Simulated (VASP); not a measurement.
Wanted: the native input for a VASP 6.6.1 run.

```yaml
Task: relaxation of cell and atoms
Functional: LDA
Potentials_or_basis: VASP PAW LDA potentials, release 64 (Ga_d)
Cutoff: 600 eV
k_mesh: 15 × 15 × 15
Occupations: fermi-dirac, width 0.1 eV
Spin: no spin polarisation
Target_pressure: 230 GPa
Dipole_correction: no
Further_INCAR_settings: ALGO = Normal; EDIFF = 1e-06; IBRION = 2; EDIFFG = -0.005; NSW = 32; ISIF = 3
```

The structure of Ga lies in POSCAR:

```
Ga
1.0
    0.0000000000      2.1829748314      2.1829748314
    2.1829748314      0.0000000000      2.1829748314
    2.1829748314      2.1829748314      0.0000000000
Ga
2
Direct
   -0.1250000000     -0.1250000000     -0.1250000000
    0.1250000000      0.1250000000      0.1250000000
```

This isn't the form of Ga at room conditions, which is orthorhombic.

The input as run:

INCAR

```
SYSTEM = Ga
ALGO = Normal
EDIFF = 1E-6
EDIFFG = -0.005
ENCUT = 600
IBRION = 2
ISIF = 3
ISMEAR = -1
LASPH = .TRUE.
LCHARG = .FALSE.
LREAL = .FALSE.
LWAVE = .FALSE.
NELM = 80
NSW = 32
PREC = Accurate
PSTRESS = 2300.0
SIGMA = 0.1
```

KPOINTS

```
k-points
0
G
  15 15 15
  0 0 0
```

Potentials or basis: VASP PAW LDA potentials, release 64 (Ga_d).

The run is started by

```bash
$ cat potpaw_LDA.64/Ga_d/POTCAR > POTCAR
$ mpirun -np 1 vasp_std > vasp.out
```

Results of the run:

| Property | Result |
| --- | --- |
| Relaxed volume | 10.59 Å³/atom |
| Relaxed cell | a = 3.106 Å, b = 3.106 Å, c = 3.106 Å, α = 60.00°, β = 60.00°, γ = 60.00° |
| Space group after relaxing (to 0.1 Å) | Fd-3m (No. 227) |
| Energy change on relaxing (the run minimises the enthalpy) | -282.1 meV/atom |
| Ionic steps | 5 |
| Pressure after relaxing | 230.0 GPa |
| Band gap on the k mesh | zero (bands 13 and 14 overlap by 10.53 eV) |

Caveat: the cell is relaxed towards a set pressure, so the run minimises the enthalpy, not the energy.

Wall time 5.1 min on 1 thread of Intel Xeon 8259CL (shared host), peak memory 0.18 GiB.
